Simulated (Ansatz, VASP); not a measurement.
# Two plane-wave programs on SnTe3

```xyz
4
Lattice="0.0000 3.8612 3.8612 3.8612 0.0000 3.8612 3.8612 3.8612 0.0000" Properties=species:S:1:pos:R:3 pbc="T T T"
Sn    0.0000    0.0000    0.0000
Te    1.9306    1.9306    1.9306
Te    5.7918    5.7918    5.7918
Te    3.8612    3.8612    3.8612
```

Alike in both runs: task relaxation of cell and atoms; functional PBEsol; k mesh 4 × 4 × 4; occupations fermi-dirac, width 0.1 eV; no spin polarisation.

|  | VASP | Ansatz |
| --- | --- | --- |
| version | VASP 6.6.1 | Ansatz 0.2.0 |
| potentials or method | VASP PAW PBE potentials, release 64 (Sn_d, Te) | plane waves, PAW |
| plane-wave cutoff (eV) | 500 | 420 |
| valence electrons in the cell | 32 | 62 |

|  | VASP | Ansatz | Ansatz less VASP |
| --- | --- | --- | --- |
| relaxed volume (Å³/atom) | 27.46 | 27.47 | +0.002 |
| relaxed cell length with the largest relative difference (Å) | 5.376 | 5.376 | +0.0001 |

VASP's potentials were made for PBE, not for PBEsol. VASP's potentials hold 32 valence electrons a cell and Ansatz's 62, so a difference there can come from the potentials and not from the codes.

Neither program's run includes spin-orbit coupling.
